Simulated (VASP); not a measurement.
# RbSiPb (P-6m2) in VASP: notebook

The runs below take RbSiPb through single point, relaxation of cell and atoms, with PBE.

Everything below comes from runs of VASP 6.6.1. Logs are shortened: lines on timing, memory, paths and dates and some standing lists are left out, and cuts for length are marked.

### 1 The cell of the first run

It takes space group P-6m2 (No. 187, hexagonal). Conventional cell: a = 4.779 Å, b = 4.779 Å, c = 5.755 Å, α = 90.00°, β = 90.00°, γ = 120.00°. Within 5.2 Å of Rb (site symmetry -6m2) lie 6 Si at 3.99 Å and 6 Pb at 3.99 Å and 6 Rb at 4.78 Å. Si (site symmetry -6m2) has 3 Pb at 2.76 Å within 3.6 Å. Pb (site symmetry -6m2) has 3 Si at 2.76 Å within 3.6 Å.

The cell was built from a structure type or drawn by symmetry, and may not be a known phase.

### 2 Single point, PBE

Input file INCAR:

```
ALGO = Fast ; EDIFF = 1E-7
ENCUT = 520 ; GGA = PE
ISIF = 2 ; ISMEAR = 0
LASPH = True ; LCHARG = False
LREAL = False ; LWAVE = False
NBANDS = 20 ; NELM = 60
PREC = Accurate ; SIGMA = 0.1
```

Input file KPOINTS:

```
k-points
0
Gamma
  12 12 8
```

Input file POSCAR:

```
RbSiPb
1.0
    4.7794247113      0.0000000000      0.0000000000
   -2.3897123557      4.1391032155      0.0000000000
    0.0000000000      0.0000000000      5.7554299454
Rb Si Pb
1 1 1
Direct
    0.0000000000      0.0000000000      0.0000000000
    0.3333333333      0.6666666667      0.5000000000
    0.6666666667      0.3333333333      0.5000000000
```

Potentials or basis: VASP PAW PBE potentials, release 64 (Rb_sv, Si, Pb_d).

Launch:

```
> cat potpaw_PBE.64/Rb_sv/POTCAR potpaw_PBE.64/Si/POTCAR potpaw_PBE.64/Pb_d/POTCAR > POTCAR
> mpirun -np 1 vasp_std > vasp.out
```

OUTCAR:

```text
EDIFF = 1E-7
   ENCUT = 520
   GGA = PE
   ISIF = 2
   ISMEAR = 0
   LASPH = True
   LREAL = False
   NELM = 60
   PREC = Accurate

 ion  position               nearest neighbor table
   1  0.000  0.000  0.000-   2 3.99   3 3.99   2 3.99   3 3.99   3 3.99   3 3.99   2 3.99   2 3.99
                             3 3.99   3 3.99   2 3.99   2 3.99
   2  0.333  0.667  0.500-   3 2.76   3 2.76   3 2.76   1 3.99   1 3.99   1 3.99   1 3.99   1 3.99
                             1 3.99
   3  0.667  0.333  0.500-   2 2.76   2 2.76   2 2.76   1 3.99   1 3.99   1 3.99   1 3.99   1 3.99
                             1 3.99

  LATTYP: Found a hexagonal cell.
 ALAT       =     4.7794247113
 C/A-ratio  =     1.2042097727

  Lattice vectors:

 A1 = (   4.7794247113,   0.0000000000,   0.0000000000)
 A2 = (  -2.3897123557,   4.1391032155,   0.0000000000)
 A3 = (   0.0000000000,   0.0000000000,   5.7554299454)

Analysis of symmetry for initial positions (statically):
=====================================================================
 Subroutine PRICEL returns:
 Original cell was already a primitive cell.

 Routine SETGRP: Setting up the symmetry group for a
 hexagonal supercell.

 Subroutine GETGRP returns: Found 12 space group operations
 (whereof 12 operations were pure point group operations)
 out of a pool of 24 trial point group operations.

The static configuration has the point symmetry D_3h.

Analysis of symmetry for dynamics (positions and initial velocities):
=====================================================================
 Subroutine PRICEL returns:
 Original cell was already a primitive cell.

 Routine SETGRP: Setting up the symmetry group for a
 hexagonal supercell.

 Subroutine GETGRP returns: Found 12 space group operations
 (whereof 12 operations were pure point group operations)
 out of a pool of 24 trial point group operations.

The dynamic configuration has the point symmetry D_3h.

 Subroutine INISYM returns: Found 12 space group operations
 (whereof 12 operations are pure point group operations),
 and found     1 'primitive' translations

----------------------------------------------------------------------------------------

                                     Primitive cell

  volume of cell :     113.8570

  direct lattice vectors                    reciprocal lattice vectors
     4.779424711  0.000000000  0.000000000     0.209230202  0.120799114  0.000000000
    -2.389712356  4.139103215  0.000000000     0.000000000  0.241598227  0.000000000
     0.000000000  0.000000000  5.755429945     0.000000000  0.000000000  0.173748966

  length of vectors
     4.779424711  4.779424711  5.755429945     0.241598227  0.241598227  0.173748966

  position of ions in fractional coordinates (direct lattice)
     0.000000000  0.000000000  0.000000000
     0.333333333  0.666666667  0.500000000
     0.666666667  0.333333333  0.500000000

  ion indices of the primitive-cell ions
   primitive index   ion index
                 1           1
                 2           2
                 3           3

----------------------------------------------------------------------------------------

 KPOINTS: k-points

Automatic generation of k-mesh.
 Grid dimensions read from file:
 generate k-points for:   12   12    8

 Generating k-lattice:

  Cartesian coordinates                     Fractional coordinates (reciprocal lattice)
     0.017435850  0.010066593  0.000000000     0.083333333  0.000000000  0.000000000
     0.000000000  0.020133186  0.000000000     0.000000000  0.083333333  0.000000000
     0.000000000  0.000000000  0.021718621     0.000000000  0.000000000  0.125000000

  Length of vectors
     0.020133186  0.020133186  0.021718621

  Shift w.r.t. Gamma in fractional coordinates (k-lattice)
     0.000000000  0.000000000  0.000000000

 Subroutine IBZKPT returns following result:
 ===========================================

 Found     95 irreducible k-points:

 Following reciprocal coordinates:
            Coordinates               Weight
  0.000000  0.000000  0.000000      1.000000
  0.083333  0.000000  0.000000      6.000000
  0.166667  0.000000  0.000000      6.000000
  0.250000  0.000000  0.000000      6.000000
  0.333333 -0.000000  0.000000      6.000000
  0.416667  0.000000  0.000000      6.000000
[... 16 lines left out ...]
  0.250000  0.000000  0.125000     12.000000
  0.333333 -0.000000  0.125000     12.000000
 [... further k-points ...]
   k-points           NKPTS =     95   k-points in BZ     NKDIM =     95   number of bands    NBANDS=     20
   number of dos      NEDOS =    301   number of ions     NIONS =      3
   total plane-waves  NPLWV =  62208
   dimension x,y,z NGX =    36 NGY =   36 NGZ =   48
   dimension x,y,z NGXF=    72 NGYF=   72 NGZF=   96
   ions per type =               1   1   1
   NGX,Y,Z   is equivalent  to a cutoff of  12.52, 12.52, 13.86 a.u.
   NGXF,Y,Z  is equivalent  to a cutoff of  25.04, 25.04, 27.73 a.u.
 SYSTEM =  unknown system
   PREC   = accura    normal or accurate (medium, high low for compatibility)
   ISTART =      0    job   : 0-new  1-cont  2-samecut
   ICHARG =      2    charge: 1-file 2-atom 10-const
   ISPIN  =      1    spin polarized calculation?
   LNONCOLLINEAR =      F non collinear calculations
   LSORBIT =      F    spin-orbit coupling
   LASPH  =      T    aspherical Exc in radial PAW
   ENCUT  =  520.0 eV  38.22 Ry    6.18 a.u.   8.89  8.89 10.70*2*pi/ulx,y,z
   NELM   =     60;   NELMIN=  2; NELMDL= -5     # of ELM steps
   EDIFF  = 0.1E-06   stopping-criterion for ELM
   LREAL  =      F    real-space projection
   EDIFFG = 0.1E-05   stopping-criterion for IOM
   NSW    =      0    number of steps for IOM
   IBRION =     -1    ionic relax: 0-MD 1-quasi-New 2-CG
   NFREE  =      0    steps in history (QN), initial steepest desc. (CG)
   ISIF   =      2    stress and relaxation
   ISYM   =      2    0-nonsym 1-usesym 2-fastsym
   POTIM  = 0.5000    time-step for ionic-motion
   TEBEG  =    0.0;   TEEND  =   0.0 temperature during run
   PSTRESS=    0.0 pullay stress
   NELECT =      27.0000    total number of electrons
   NUPDOWN=      -1.0000    fix difference up-down
   EMIN   =  10.00;   EMAX   =-10.00  energy-range for DOS
   EFERMI =   0.00;   METHOD = LEGACY
   ISMEAR =     0;   SIGMA  =   0.10  broadening in eV -4-tet -1-fermi 0-gaus
   EFERMI_NEDOS =   21; number of points for ismear=-14 and -15
   IALGO  =     68    algorithm
   IMIX   =      4    mixing-type and parameters
     AMIX     =   0.40;   BMIX     =  1.00
     AMIX_MAG =   1.60;   BMIX_MAG =  1.00
  volume/ion in A,a.u.               =      37.95       256.11
  Fermi-wavevector in a.u.,A,eV,Ry     =   1.013311  1.914881 13.970458  1.026800
  Thomas-Fermi vector in A             =   2.146473
   LORBIT       =      0    0 simple, 1 ext, 2 COOP (PROOUT), +10 PAW based schemes
   GGA     = PE    functional components
   LHFCALC =     F    Hartree Fock is set to
   AEXX    =    0.0000 exact exchange contribution
   IVDW    =     0    specifies the selected vdW correction
   LEPSILON=     F    determine dielectric tensor
   LRPA    =     F    only Hartree local field effects (RPA)
 non-spin polarized calculation
 RMM-DIIS sequential band-by-band and
 Gauss-broadening in eV      SIGMA  =   0.10
  energy-cutoff  :      520.00
  volume of cell :      113.86
 maximum number of plane-waves:      3093
 NGX is ok and might be reduce to    36
   NGX = 17   NGY = 17   NGZ = 21

 number of electron      27.0000002 magnetization

 Free energy of the ion-electron system (eV)
  ---------------------------------------------------
  ext. energy  EPLUGINS =         0.00000000
  ---------------------------------------------------
  free energy    TOTEN  =        -9.27907842 eV

  energy without entropy =       -9.26466186  energy(sigma->0) =       -9.27187014

 E-fermi :   2.9518     XC(G=0):  -7.9621

 val. band max:        2.9384001099   @ k =   0.4167   0.0833   0.1250
 cond. band min:       2.9535793402   @ k =   0.3333   0.1667   0.3750
 fundamental gap:      0.0151792303
 Fermi energy:         2.9517614685

 k-point     1 :       0.0000    0.0000    0.0000
  band No.  band energies     occupation
      1     -24.7789      2.00000
      2     -13.9446      2.00000
      3     -13.9325      2.00000
      4     -13.9325      2.00000
      5     -13.8818      2.00000
      6     -13.8818      2.00000
[... 12 lines left out ...]
     19       7.0298      0.00000
     20       8.2473      0.00000

 k-point     2 :       0.0833    0.0000    0.0000
  band No.  band energies     occupation
      1     -24.7785      2.00000
      2     -13.9442      2.00000
      3     -13.9322      2.00000
      4     -13.9310      2.00000
      5     -13.8824      2.00000
      6     -13.8819      2.00000
[... 12 lines left out ...]
     19       7.4481      0.00000
     20       8.0644      0.00000

 k-point     3 :       0.1667    0.0000    0.0000
  band No.  band energies     occupation
      1     -24.7774      2.00000
      2     -13.9439      2.00000
      3     -13.9305      2.00000
      4     -13.9269      2.00000
      5     -13.8840      2.00000
      6     -13.8823      2.00000
[... 12 lines left out ...]
     19       7.6086      0.00000
     20       8.1423      0.00000

 k-point     4 :       0.2500    0.0000    0.0000
  band No.  band energies     occupation
      1     -24.7759      2.00000
      2     -13.9448      2.00000
      3     -13.9269      2.00000
      4     -13.9212      2.00000
      5     -13.8862      2.00000
      6     -13.8827      2.00000
[... 429 lines left out ...]
 k-point    23 :       0.2500    0.0000    0.1250
  band No.  band energies     occupation
      1     -24.7759      2.00000
      2     -13.9447      2.00000
      3     -13.9268      2.00000
      4     -13.9212      2.00000
      5     -13.8861      2.00000
      6     -13.8828      2.00000
[... 12 lines left out ...]
     19       7.4790      0.00000
     20       8.0158      0.00000

 k-point    24 :       0.3333   -0.0000    0.1250
  band No.  band energies     occupation
      1     -24.7744      2.00000
      2     -13.9464      2.00000
      3     -13.9225      2.00000
      4     -13.9155      2.00000
      5     -13.8882      2.00000
      6     -13.8833      2.00000
[... 12 lines left out ...]
     19       7.4060      0.00000
     20       7.9703      0.00000

 [... further k-points ...]

------------------------ aborting loop because EDIFF is reached ----------------------------------------

  FORCE on cell =-STRESS in cart. coord.  units (eV):
  Direction    XX          YY          ZZ          XY          YZ          ZX
  --------------------------------------------------------------------------------------
  -------------------------------------------------------------------------------------
  Total       -0.0063216     -0.0063216      0.0090201      0.0000000      0.0000000      0.0000000
  in kB       -0.0889570     -0.0889570      0.1269292      0.0000000      0.0000000      0.0000000
  external PRESSURE =      -0.0169949 kB  Pullay stress =       0.0000000 kB

 VOLUME and BASIS-vectors are now :
 -----------------------------------------------------------------------------
  energy-cutoff  :      520.00
  volume of cell :      113.86
      direct lattice vectors                 reciprocal lattice vectors
     4.779424711  0.000000000  0.000000000     0.209230202  0.120799114  0.000000000
    -2.389712356  4.139103215  0.000000000     0.000000000  0.241598227  0.000000000
     0.000000000  0.000000000  5.755429945     0.000000000  0.000000000  0.173748966

 POSITION                                       TOTAL-FORCE (eV/Angst)
 -----------------------------------------------------------------------------------
      0.00000      0.00000      0.00000         0.000000     -0.000000      0.000000
     -0.00000      2.75940      2.87771        -0.000000     -0.000000      0.000000
      2.38971      1.37970      2.87771        -0.000000      0.000000      0.000000
 -----------------------------------------------------------------------------------
    total drift:                               -0.000001      0.000000      0.000000

  FREE ENERGIE OF THE ION-ELECTRON SYSTEM (eV)
  ---------------------------------------------------
  free  energy   TOTEN  =        -9.2790784172 eV

  energy  without entropy=       -9.2646618551  energy(sigma->0) =       -9.27187014
```

It took 11 min on 1 thread of Intel Xeon 8259CL, shared host; peak memory 0.41 GiB.

What came out:

| Property | Result |
| --- | --- |
| Free energy | -9.2791 eV |
| Pressure | 0.0 GPa |
| Band gap on the k mesh | zero (an odd number of electrons rules out a gap without spin polarisation) |

Caveat: spin-orbit coupling is left out, which moves the levels of the heavy elements.

### 3 Relaxation of cell and atoms, PBE

This run uses another cell than the first one, of 38.08 Å³/atom.

Input file INCAR:

```
SYSTEM = RbSiPb
PREC     = Accurate       ! precision mode
ENCUT    = 600            ! plane-wave cutoff, eV
EDIFF    = 1E-6           ! SCF threshold, eV
ISMEAR   = 0              ! smearing method
SIGMA    = 0.1            ! smearing width, eV
LREAL    = .False.        ! projectors in reciprocal space
LASPH    = .True.         ! aspherical terms in the spheres
NELM     = 100            ! most SCF steps
ALGO     = Fast           ! electronic algorithm
ISIF     = 3              ! what is computed and relaxed
LWAVE    = .False.        ! write WAVECAR
LCHARG   = .False.        ! write CHGCAR
GGA      = PE             ! functional
IBRION   = 2              ! ionic algorithm
NSW      = 100            ! ionic steps
EDIFFG   = -0.01          ! ionic threshold
```

Input file KPOINTS:

```
Automatic mesh
0
Gamma
  12 12 8
  0 0 0
```

Input file POSCAR:

```
RbSiPb
1.0
    4.7974722948      0.0000000000      0.0000000000
   -2.3987361474      4.1547328812      0.0000000000
    0.0000000000      0.0000000000      5.7320731917
Rb Si Pb
1 1 1
Direct
    0.0000000000      0.0000000000      0.0000000000
    0.3333333333      0.6666666667      0.5000000000
    0.6666666667      0.3333333333      0.5000000000
```

Potentials or basis: VASP PAW PBE potentials, release 64 (Rb_sv, Si, Pb_d).

Launch:

```
> cat potpaw_PBE.64/Rb_sv/POTCAR potpaw_PBE.64/Si/POTCAR potpaw_PBE.64/Pb_d/POTCAR > POTCAR
> mpirun -np 1 vasp_std > vasp.out
```

OUTCAR:

```text
SYSTEM = RbSiPb
   PREC = Accurate
   ENCUT = 600
   EDIFF = 1E-6
   ISMEAR = 0
   LREAL = .False.
   LASPH = .True.
   NELM = 100
   ISIF = 3
   GGA = PE
   IBRION = 2
   NSW = 100
   EDIFFG = -0.01

 ion  position               nearest neighbor table
   1  0.000  0.000  0.000-   2 3.99   3 3.99   2 3.99   3 3.99   2 3.99   2 3.99   3 3.99   3 3.99
                             3 3.99   3 3.99   2 3.99   2 3.99
   2  0.333  0.667  0.500-   3 2.77   3 2.77   3 2.77   1 3.99   1 3.99   1 3.99   1 3.99   1 3.99
                             1 3.99
   3  0.667  0.333  0.500-   2 2.77   2 2.77   2 2.77   1 3.99   1 3.99   1 3.99   1 3.99   1 3.99
                             1 3.99

  LATTYP: Found a hexagonal cell.
 ALAT       =     4.7974722948
 C/A-ratio  =     1.1948111087

  Lattice vectors:

 A1 = (   4.7974722948,   0.0000000000,   0.0000000000)
 A2 = (  -2.3987361474,   4.1547328812,   0.0000000000)
[... 486 lines left out ...]

 E-fermi :   2.9481     XC(G=0):  -7.9584

 val. band max:        2.9350101659   @ k =   0.4167   0.0833   0.1250
 cond. band min:       2.9501704607   @ k =   0.3333   0.1667   0.3750
 fundamental gap:      0.0151602948
 Fermi energy:         2.9480685090

 k-point     1 :       0.0000    0.0000    0.0000
  band No.  band energies     occupation
      1     -24.7858      2.00000
      2     -13.9487      2.00000
      3     -13.9366      2.00000
      4     -13.9366      2.00000
      5     -13.8859      2.00000
      6     -13.8859      2.00000
[... 457 lines left out ...]
      4     -13.9196      2.00000
      5     -13.8923      2.00000
      6     -13.8874      2.00000
[... 9 lines left out ...]
     16       5.3185      0.00000
     17       6.5610      0.00000

 [... further k-points ...]

------------------------ aborting loop because EDIFF is reached ----------------------------------------

  FORCE on cell =-STRESS in cart. coord.  units (eV):
  Direction    XX          YY          ZZ          XY          YZ          ZX
  --------------------------------------------------------------------------------------
  -------------------------------------------------------------------------------------
  Total        0.0037094      0.0037094      0.0067886      0.0000000      0.0000000      0.0000000
  in kB        0.0521514      0.0521514      0.0954427      0.0000000      0.0000000      0.0000000
  external PRESSURE =       0.0665819 kB  Pullay stress =       0.0000000 kB
[... 18 lines left out ...]
  FREE ENERGIE OF THE ION-ELECTRON SYSTEM (eV)
  ---------------------------------------------------
  free  energy   TOTEN  =        -9.2792586893 eV

  energy  without entropy=       -9.2648350316  energy(sigma->0) =       -9.27204686

 reached required accuracy - stopping structural energy minimisation
```

Run time: 32 min. Hardware: 1 thread of Intel Xeon 8259CL, shared host; peak memory 0.49 GiB.

What came out:

```
Free energy                           : -9.2793 eV
Relaxed volume                        : 37.99 Å³/atom
Relaxed cell                          : a = 4.779 Å, b = 4.779 Å, c = 5.761 Å, α = 90.00°, β = 90.00°, γ = 120.00°
Space group after relaxing (to 0.1 Å) : P-6m2 (No. 187)
Energy gained by relaxing             : 0.2 meV/atom
Ionic steps                           : 9
Pressure after relaxing               : 0.0 GPa
Band gap on the k mesh                : zero (an odd number of electrons rules out a gap without spin polarisation)
```

The path:
| step | energy change (eV) | largest force (eV/Å) | pressure (GPa) | volume (Å³) |
| --- | --- | --- | --- | --- |
| 1 | 0.0000 | 0.0000 | -0.11 | 114.25 |
| 2 | -0.0005 | 0.0000 | -0.01 | 113.81 |
| 3 | -0.0005 | 0.0000 | 0.09 | 113.37 |
| 4 | -0.0006 | 0.0000 | 0.07 | 113.57 |
| 5 | -0.0006 | 0.0000 | 0.03 | 113.64 |
| 6 | -0.0006 | 0.0000 | 0.03 | 113.60 |
| 7 | -0.0006 | 0.0000 | 0.05 | 113.59 |
| 8 | -0.0007 | 0.0000 | 0.03 | 113.74 |
| 9 | -0.0007 | 0.0000 | 0.01 | 113.96 |

Final structure:
```yaml
crystal:
  lattice:
    - [4.77936, 0.00000, 0.00000]
    - [-2.38968, 4.13905, 0.00000]
    - [0.00000, 0.00000, 5.76073]
  atoms:
    - { symbol: Rb, position: [0.00000, 0.00000, 0.00000] }
    - { symbol: Si, position: [0.33333, 0.66667, 0.50000] }
    - { symbol: Pb, position: [0.66667, 0.33333, 0.50000] }
```

Caveat: spin-orbit coupling is left out, which moves the levels of the heavy elements.
